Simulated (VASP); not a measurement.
A run of VASP 6.6.1 is set up as follows.

File INCAR:

```
ALGO = Normal
EDIFF = 1E-6
ENCUT = 500
GGA = PE
GGA_COMPAT = F
ISIF = 2
ISMEAR = 0
LASPH = T
LCHARG = T
LELF = T
LREAL = F
LVHAR = T
LWAVE = F
NBANDS = 11
NELM = 120
PREC = Accurate
SIGMA = 0.01
```

Contents of KPOINTS:

```
k-points
0
Gamma
  12 12 12
```

Contents of POSCAR:

```
Si
1.0
    0.0000000000      2.6309764742      2.6309764742
    2.6309764742      0.0000000000      2.6309764742
    2.6309764742      2.6309764742      0.0000000000
Si
2
Direct
    0.0000000000      0.0000000000      0.0000000000
    0.2500000000      0.2500000000      0.2500000000
```

Potentials or basis: VASP PAW PBE potentials, release 64 (Si).

The run is started by

```console
$ cat potpaw_PBE.64/Si/POTCAR > POTCAR
$ mpirun -np 1 vasp_std > vasp.out
```

**Question.** Estimate the pressure.

**Answer.** 13.1 GPa.

**Question.** Predict the band gap on the k mesh.

**Answer.** 0.39 eV (least direct gap 2.60 eV).

Caveat: the cell stands under pressure. A k mesh can miss the band edges.
